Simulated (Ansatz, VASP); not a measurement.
# MgO: VASP beside Ansatz

```
Mg O
1.0
     0.00000    2.10640    2.10640
     2.10640    0.00000    2.10640
     2.10640    2.10640    0.00000
Mg O
1 1
Direct
  0.00000 0.00000 0.00000
  0.50000 0.50000 0.50000
```

Alike in both runs: task single point; functional PBE; k mesh 9 × 9 × 9; occupations fermi-dirac, width 0.3 eV; no spin polarisation.

|  | VASP | Ansatz |
| --- | --- | --- |
| version | VASP 6.6.1 | Ansatz 0.2.0 |
| potentials or method | VASP PAW PBE potentials, release 64 (Mg, O), cutoff 600 eV | PAW, plane waves, scalar-relativistic |
| valence electrons in the cell | 8 | 16 |

```csv
,VASP,Ansatz,Ansatz less VASP
pressure (GPa),3.6,4.6,+0.98
```

VASP's potentials hold 8 valence electrons a cell and Ansatz's 16, so a difference there can come from the potentials and not from the codes.
